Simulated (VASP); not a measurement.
Here is a VASP 6.6.1 calculation.

The input INCAR:

```
ALGO = Normal ; EDIFF = 1E-6
ENCUT = 520 ; GGA = PS
ISIF = 2 ; ISMEAR = -1
LASPH = T ; LCHARG = F
LREAL = F ; LWAVE = F
NBANDS = 29 ; NELM = 60
PREC = Accurate ; SIGMA = 0.05
```

File KPOINTS:

```
k-points
0
Gamma
  9 9 9
```

POSCAR

```
TiPt3
1.0
    3.8708448495      0.0000000000      0.0000000000
    0.0000000000      3.8708448495      0.0000000000
    0.0000000000      0.0000000000      3.8708448495
Ti Pt
1 3
Direct
    0.0000000000      0.0000000000      0.0000000000
    0.0000000000      0.5000000000      0.5000000000
    0.5000000000      0.0000000000      0.5000000000
    0.5000000000      0.5000000000      0.0000000000
```

Potentials or basis: VASP PAW PBE potentials, release 64 (Ti_sv, Pt).

Command:

```console
$ cat potpaw_PBE.64/Ti_sv/POTCAR potpaw_PBE.64/Pt/POTCAR > POTCAR
$ mpirun -np 1 vasp_std > vasp.out
```

Problem. What does it give for the band gap on the k mesh?

Solution. Zero (band 21 reaches 13.53 eV, above the bottom of band 22 at 11.91 eV).

Problem. Predict the pressure.

Solution. 5.9 GPa.

Caveat: the PAW data sets were made with another functional, which shifts forces and pressure a little; spin-orbit coupling is left out, which moves the levels of the heavy elements.
